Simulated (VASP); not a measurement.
Runs of VASP 6.6.1 on C. The structure is that of space group Fd-3m (No. 227), or close to it. The cells are those of the table. 

| task | cell | cutoff (eV) | smearing | gap on the mesh (eV) | pressure (GPa) | relaxed volume (Å³/atom) |
| --- | --- | --- | --- | --- | --- | --- |
| single point | a = 2.515 Å, angles 60.0°, 2 atoms | 520 | gaussian 0.02 eV | 4.17 | 0.7 | - |
| relaxation of cell and atoms | relaxed from a = 2.525 Å, angles 60.0°, 2 atoms | 600 | gaussian 0.02 eV | 4.17 | 0.0 | (a) |
| relaxation of cell and atoms | relaxed from a = 2.525 Å, angles 60.0°, 2 atoms | 600 | methfessel-paxton 0.02 eV | 4.17 | 0.0 | 5.62 |
| single point | a = 2.515 Å, angles 60.0°, 2 atoms | 600 | methfessel-paxton 0.02 eV | 4.17 | 0.0 | - |

Alike in all rows: level PBE+D3(BJ); potentials or basis VASP PAW PBE potentials, release 64 (C); no spin polarisation; k mesh 12 × 12 × 12.

Q: Fill in the values left out.

A: (a) 5.63.

A k mesh can miss the band edges.
